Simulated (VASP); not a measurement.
Here is a VASP 6.6.1 calculation.

File INCAR:

```
SYSTEM = C
PREC = Accurate ; ENCUT = 520
EDIFF = 1E-7 ; ISMEAR = 0
SIGMA = 0.15 ; LREAL = .FALSE.
LASPH = .TRUE. ; NELM = 60
ALGO = Normal ; ISIF = 2
LWAVE = .FALSE. ; LCHARG = .TRUE.
GGA = PE ; LELF = .TRUE.
LVHAR = .TRUE. ; NBANDS = 16
```

File KPOINTS:

```
Automatic mesh
0
G
  21 21 6
  0 0 0
```

File POSCAR:

```
C
1.0
    1.3457150790     -2.1511654986      0.0000000000
    1.3457150790      2.1511654986      0.0000000000
    0.0000000000      0.0000000000      8.7686576894
C
4
Direct
    0.0833329406      0.9166670594      0.7503043452
    0.5833329406      0.4166670594      0.2496956548
    0.9166670594      0.0833329406      0.2496956548
    0.4166670594      0.5833329406      0.7503043452
```

Potentials or basis: VASP PAW PBE potentials, release 64 (C).

Launch:

```console
$ cat potpaw_PBE.64/C/POTCAR > POTCAR
$ mpirun -np 1 vasp_std > vasp.out
```

Problem. Estimate the pressure.

Solution. -22.8 GPa.

Problem. Predict the largest force.

Solution. 0.213 eV/Å.

Stress tensor (GPa, compression positive):
```
-55.55   0.00   0.00
  0.00 -12.95   0.00
  0.00   0.00  -0.03
```

Caveat: the stress differs along the axes, from -56 to -0 GPa; this functional lacks dispersion, which binds layers or chains, so the pressure and a relaxed spacing across them are unreliable.
